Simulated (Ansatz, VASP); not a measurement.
CoRu3 in VASP and in Ansatz

```
Co Ru
1.0
     3.62980    0.00000    0.00000
     0.00000    3.62980    0.00000
     0.00000    0.00000    3.62980
Co Ru
1 3
Direct
  0.00000 0.00000 0.00000
  0.00000 0.50000 0.50000
  0.50000 0.00000 0.50000
  0.50000 0.50000 0.00000
```

Alike in both runs: task relaxation of cell and atoms; functional PBE; k mesh 6 × 6 × 6; occupations gaussian, width 0.1 eV; no spin polarisation.

|  | VASP | Ansatz |
| --- | --- | --- |
| version | VASP 6.6.1 | Ansatz 0.2.0 |
| potentials or method | VASP PAW PBE potentials, release 64 (Co, Ru_pv), cutoff 600 eV | scalar-relativistic, plane waves, PAW |
| valence electrons in the cell | 51 | 65 |

|  | VASP | Ansatz | Ansatz less VASP |
| --- | --- | --- | --- |
| gap on the k mesh at the Fermi level, each at its own relaxed structure (eV) | none | none | - |
| relaxed volume (Å³/atom) | 13.00 | 13.01 | +0.003 |
| relaxed cell length with the largest relative difference (Å) | 3.733 | 3.733 | +0.0003 |

A gap of «none» marks a metal or a gap that the smearing closes. VASP's potentials hold 51 valence electrons a cell and Ansatz's 65, so a difference there can come from the potentials and not from the codes.
